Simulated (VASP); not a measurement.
# PbI2 (P-3m1) in VASP: single point with LDA

Aim: the single point of PbI2 with LDA.

Everything below comes from runs of VASP 6.6.1. Logs are shortened: lines on timing, memory, paths and dates and some standing lists are left out, and cuts for length are marked.

## (1) The cell of the first run

It takes space group P-3m1 (No. 164, trigonal). The conventional cell has a = 4.174 Å, b = 4.174 Å, c = 8.311 Å, α = 90.00°, β = 90.00°, γ = 120.00°. Pb (site symmetry -3m) has 6 I at 3.26 Å and 6 Pb at 4.17 Å within 4.3 Å. I (site symmetry 3m) has 3 Pb at 3.26 Å and 6 I at 4.17 Å within 4.3 Å.

## (2) Single point, LDA

The input, INCAR:

```
SYSTEM = PbI2
PREC = Accurate ; ENCUT = 500
EDIFF = 1E-6 ; ISMEAR = 0
SIGMA = 0.05 ; LREAL = .FALSE.
LASPH = .TRUE. ; NELM = 120
ALGO = Normal ; ISIF = 2
LWAVE = .FALSE. ; LCHARG = .FALSE.
NBANDS = 21 ; GGA_COMPAT = .FALSE.
```

The input, KPOINTS:

```
Automatic mesh
0
G
  9 9 6
  0 0 0
```

The input, POSCAR:

```
PbI2
1.0
    4.1735674902      0.0000000000      0.0000000000
   -2.0867837451      3.6144154709      0.0000000000
    0.0000000000      0.0000000000      8.3105727926
Pb I
1 2
Direct
    0.0000000000      0.0000000000      0.0000000000
    0.3333333333      0.6666666667      0.2650000000
    0.6666666667      0.3333333333      0.7350000000
```

Potentials or basis: VASP PAW LDA potentials, release 64 (Pb_d, I).

Started as:

```bash
$ cat potpaw_LDA.64/Pb_d/POTCAR potpaw_LDA.64/I/POTCAR > POTCAR
$ mpirun -np 1 vasp_std > vasp.out
```

OUTCAR:

```text
SYSTEM = PbI2
   PREC = Accurate
   ENCUT = 500
   EDIFF = 1E-6
   ISMEAR = 0
   LREAL = .FALSE.
   LASPH = .TRUE.
   NELM = 120
   ISIF = 2

 ion  position               nearest neighbor table
   1  0.000  0.000  0.000-   2 3.26   3 3.26   2 3.26   3 3.26   3 3.26   2 3.26
   2  0.333  0.667  0.265-   1 3.26   1 3.26   1 3.26
   3  0.667  0.333  0.735-   1 3.26   1 3.26   1 3.26

  LATTYP: Found a hexagonal cell.
 ALAT       =     4.1735674902
 C/A-ratio  =     1.9912395839

  Lattice vectors:

 A1 = (   4.1735674902,   0.0000000000,   0.0000000000)
 A2 = (  -2.0867837451,   3.6144154709,   0.0000000000)
 A3 = (   0.0000000000,   0.0000000000,   8.3105727926)

Analysis of symmetry for initial positions (statically):
=====================================================================
 Subroutine PRICEL returns:
 Original cell was already a primitive cell.

 Routine SETGRP: Setting up the symmetry group for a
 hexagonal supercell.

 Subroutine GETGRP returns: Found 12 space group operations
 (whereof 12 operations were pure point group operations)
 out of a pool of 24 trial point group operations.

The static configuration has the point symmetry D_3d.

Analysis of symmetry for dynamics (positions and initial velocities):
=====================================================================
 Subroutine PRICEL returns:
 Original cell was already a primitive cell.

 Routine SETGRP: Setting up the symmetry group for a
 hexagonal supercell.

 Subroutine GETGRP returns: Found 12 space group operations
 (whereof 12 operations were pure point group operations)
 out of a pool of 24 trial point group operations.

The dynamic configuration has the point symmetry D_3d.

 Subroutine INISYM returns: Found 12 space group operations
 (whereof 12 operations are pure point group operations),
 and found     1 'primitive' translations

----------------------------------------------------------------------------------------

                                     Primitive cell

  volume of cell :     125.3650

  direct lattice vectors                    reciprocal lattice vectors
     4.173567490  0.000000000  0.000000000     0.239603170  0.138334955  0.000000000
    -2.086783745  3.614415471  0.000000000     0.000000000  0.276669909  0.000000000
[... 77 lines left out ...]
 SYSTEM =  PbI2
   PREC   = accura    normal or accurate (medium, high low for compatibility)
   ISTART =      0    job   : 0-new  1-cont  2-samecut
   ICHARG =      2    charge: 1-file 2-atom 10-const
   ISPIN  =      1    spin polarized calculation?
   LNONCOLLINEAR =      F non collinear calculations
   LSORBIT =      F    spin-orbit coupling
   LASPH  =      T    aspherical Exc in radial PAW
   ENCUT  =  500.0 eV  36.75 Ry    6.06 a.u.   7.61  7.61 15.15*2*pi/ulx,y,z
   NELM   =    120;   NELMIN=  2; NELMDL= -5     # of ELM steps
   EDIFF  = 0.1E-05   stopping-criterion for ELM
   LREAL  =      F    real-space projection
   EDIFFG = 0.1E-04   stopping-criterion for IOM
   NSW    =      0    number of steps for IOM
   IBRION =     -1    ionic relax: 0-MD 1-quasi-New 2-CG
   NFREE  =      0    steps in history (QN), initial steepest desc. (CG)
   ISIF   =      2    stress and relaxation
   ISYM   =      2    0-nonsym 1-usesym 2-fastsym
   POTIM  = 0.5000    time-step for ionic-motion
   TEBEG  =    0.0;   TEEND  =   0.0 temperature during run
   PSTRESS=    0.0 pullay stress
   NELECT =      28.0000    total number of electrons
   NUPDOWN=      -1.0000    fix difference up-down
   EMIN   =  10.00;   EMAX   =-10.00  energy-range for DOS
   EFERMI =   0.00;   METHOD = LEGACY
   ISMEAR =     0;   SIGMA  =   0.05  broadening in eV -4-tet -1-fermi 0-gaus
   EFERMI_NEDOS =   21; number of points for ismear=-14 and -15
   IALGO  =     38    algorithm
   IMIX   =      4    mixing-type and parameters
     AMIX     =   0.40;   BMIX     =  1.00
     AMIX_MAG =   1.60;   BMIX_MAG =  1.00
  volume/ion in A,a.u.               =      41.79       282.00
  Fermi-wavevector in a.u.,A,eV,Ry     =   0.993273  1.877014 13.423392  0.986591
  Thomas-Fermi vector in A             =   2.125143
   LORBIT       =      0    0 simple, 1 ext, 2 COOP (PROOUT), +10 PAW based schemes
   GGA     = CA    functional components
   LHFCALC =     F    Hartree Fock is set to
   AEXX    =    0.0000 exact exchange contribution
   IVDW    =     0    specifies the selected vdW correction
   LEPSILON=     F    determine dielectric tensor
   LRPA    =     F    only Hartree local field effects (RPA)
 non-spin polarized calculation
 Gauss-broadening in eV      SIGMA  =   0.05
  energy-cutoff  :      500.00
  volume of cell :      125.37
 maximum number of plane-waves:      3216
   NGX = 15   NGY = 15   NGZ = 31

 number of electron      28.0000006 magnetization

 Free energy of the ion-electron system (eV)
  ---------------------------------------------------
  ext. energy  EPLUGINS =         0.00000000
  ---------------------------------------------------
  free energy    TOTEN  =        -9.75461528 eV

  energy without entropy =       -9.75461528  energy(sigma->0) =       -9.75461528

 E-fermi :   2.8637     XC(G=0):  -8.5049

 val. band max:        2.6535460120   @ k =   0.1111   0.0000   0.5000
 cond. band min:       4.5976650317   @ k =   0.4444   0.0000   0.3333
 fundamental gap:      1.9441190197
 Fermi energy:         2.8636591124

 k-point     1 :       0.0000    0.0000    0.0000
  band No.  band energies     occupation
      1     -13.7825      2.00000
      2     -13.7824      2.00000
      3     -13.7216      2.00000
      4     -13.7101      2.00000
      5     -13.7101      2.00000
      6      -9.7642      2.00000
[... 565 lines left out ...]
     20      10.1653      0.00000
     21      10.4083      0.00000

 [... further k-points ...]
[... 5 lines left out ...]
  --------------------------------------------------------------------------------------
  -------------------------------------------------------------------------------------
  Total        0.0656857      0.0656857     -3.5707256      0.0000000      0.0000000      0.0000000
  in kB        0.8394693      0.8394693    -45.6342153      0.0000000      0.0000000      0.0000000
  external PRESSURE =     -14.6517589 kB  Pullay stress =       0.0000000 kB

 VOLUME and BASIS-vectors are now :
 -----------------------------------------------------------------------------
  energy-cutoff  :      500.00
  volume of cell :      125.37
      direct lattice vectors                 reciprocal lattice vectors
     4.173567490  0.000000000  0.000000000     0.239603170  0.138334955  0.000000000
    -2.086783745  3.614415471  0.000000000     0.000000000  0.276669909  0.000000000
     0.000000000  0.000000000  8.310572793     0.000000000  0.000000000  0.120328649

 POSITION                                       TOTAL-FORCE (eV/Angst)
 -----------------------------------------------------------------------------------
      0.00000      0.00000      0.00000        -0.000000      0.000000      0.000000
     -0.00000      2.40961      2.20230        -0.000000     -0.000000     -0.634377
      2.08678      1.20481      6.10827         0.000000      0.000000      0.634377
 -----------------------------------------------------------------------------------
    total drift:                                0.000000     -0.000000     -0.000000

  FREE ENERGIE OF THE ION-ELECTRON SYSTEM (eV)
  ---------------------------------------------------
  free  energy   TOTEN  =        -9.7546152784 eV

  energy  without entropy=       -9.7546152784  energy(sigma->0) =       -9.75461528
```

stdout:

```text
POSCAR found type information on POSCAR PbI
 POSCAR found :  2 types and       3 ions
 scaLAPACK will be used
 LDA part: xc-table for (Slater(with rela. corr.)+CA(PZ))
 , standard interpolation
 POSCAR, INCAR and KPOINTS ok, starting setup
 FFT: planning ... GRIDC
 FFT: planning ... GRID_SOFT
 FFT: planning ... GRID
 WAVECAR not read
 entering main loop
```

It took 4.1 min on 1 thread of Intel Xeon 8259CL, shared host; peak memory 0.29 GiB.

Results:

```
Free energy            : -9.7546 eV
Pressure               : -1.5 GPa
Largest force          : 0.634 eV/Å
Band gap on the k mesh : 1.94 eV (least direct gap 2.57 eV)
```

Forces in eV/Å, atoms in the order of the input:
```
Pb   0.000  0.000  0.000
I    0.000  0.000 -0.634
I    0.000  0.000  0.634
```

Levels at points of the mesh, in eV from the valence-band top:
| k point | band 12 | band 13 | band 14 | band 15 | band 16 | band 17 |
| --- | --- | --- | --- | --- | --- | --- |
| (0.00, 0.00, 0.00) | -0.47 | -0.34 | -0.34 | 3.05 | 3.69 | 3.69 |
| (0.00, 0.00, 0.50) | -0.28 | -0.28 | -0.06 | 2.65 | 3.65 | 3.65 |

Caveat: spin-orbit coupling is left out, which moves the levels of the heavy elements; an odd mesh through Γ misses points on the zone boundary, where band edges can lie.
